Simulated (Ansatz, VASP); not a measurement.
## Ti3H in VASP and in Ansatz

INCAR

```
SYSTEM = Ti3H
ALGO     = Normal         ! electronic algorithm
DIPOL    = 0.5 0.5 0.311
EDIFF    = 1E-6           ! SCF threshold, eV
ENCUT    = 520            ! plane-wave cutoff, eV
GGA      = PE             ! functional
IDIPOL   = 3            
ISIF     = 2              ! what is computed and relaxed
ISMEAR   = 0              ! smearing method
LASPH    = .True.         ! aspherical terms in the spheres
LCHARG   = .True.         ! write CHGCAR
LDIPOL   = .True.       
LELF     = .True.         ! ELF
LREAL    = .False.        ! projectors in reciprocal space
LVACPOTAV= .True.       
LVHAR    = .True.       
LWAVE    = .False.        ! write WAVECAR
NBANDS   = 47             ! bands
NELM     = 60             ! most SCF steps
PREC     = Accurate       ! precision mode
SIGMA    = 0.1            ! smearing width, eV
```

Contents of KPOINTS:

```
k-points
0
Gamma
  6 6 1
  0 0 0
```

File POSCAR:

```
Ti3H
1.0
    4.6037402166      0.0000000000      0.0000000000
   -2.3018701083      3.9869559800      0.0000000000
    0.0000000000      0.0000000000     22.4968207969
Ti H
6 2
Direct
    0.6666666667      0.3333333333      0.1778029010
    0.3333333333      0.6666666667      0.2195747826
    0.0000000000      0.0000000000      0.2613466643
    0.6666666667      0.3333333333      0.2980472831
    0.3333333333      0.6666666667      0.3304570154
    0.0000000000      0.0000000000      0.3776898467
    0.1671664623      0.8328335377      0.4119169051
    0.4995002043      0.5004997957      0.4119169051
```

Input for Ansatz:

```yaml
crystal:
  lattice:
    - [4.6037402166, 0.0, 0.0]
    - [-2.3018701083, 3.98695598, 0.0]
    - [0.0, 0.0, 22.4968207969]
  atoms:
    - { symbol: Ti, position: [0.6666666667, 0.3333333333, 0.177802901] }
    - { symbol: Ti, position: [0.3333333333, 0.6666666667, 0.2195747826] }
    - { symbol: Ti, position: [0.0, 0.0, 0.2613466643] }
    - { symbol: Ti, position: [0.6666666667, 0.3333333333, 0.2980472831] }
    - { symbol: Ti, position: [0.3333333333, 0.6666666667, 0.3304570154] }
    - { symbol: Ti, position: [0.0, 0.0, 0.3776898467] }
    - { symbol: H, position: [0.1671664623, 0.8328335377, 0.4119169051] }
    - { symbol: H, position: [0.4995002043, 0.5004997957, 0.4119169051] }
basis:
  ecutwfc: 420
kpoints:
  mp_grid: { grid: [6, 6, 1] }
hamiltonian:
  xc: pbe
  pseudopotentials: { kind: paw, azcp: { folder: soft_1 } }
scf:
  occupations: { method: gaussian, width: 0.1 }
output:
  forces: true
  eigenvalues: true
efield:
  axis: 3
  dipole_correction: true
  ramp_width: 0.04
```

Alike in both runs: task single point; functional PBE; k mesh 6 × 6 × 1; occupations gaussian, width 0.1 eV; no spin polarisation.

|  | VASP | Ansatz |
| --- | --- | --- |
| version | VASP 6.6.1 | Ansatz 0.2.0 |
| potentials or method | VASP PAW PBE potentials, release 64 (Ti_sv, H), cutoff 520 eV | scalar-relativistic, plane waves, PAW |
| valence electrons in the cell | 74 | 74 |

```tsv
	VASP	Ansatz	Ansatz less VASP
gap on the k mesh at the Fermi level (eV)	none	none	-
rms of the force components (eV/Å)	1.087	1.086	-0.0014
work function, face that differs most (eV)	4.05	4.05	-0.004
```

Atom by atom the forces differ by 0.006 eV/Å (rms over components). A gap of «none» marks a metal or a gap that the smearing closes. With one functional, cell and mesh, what is left measures potentials, basis and numerics.
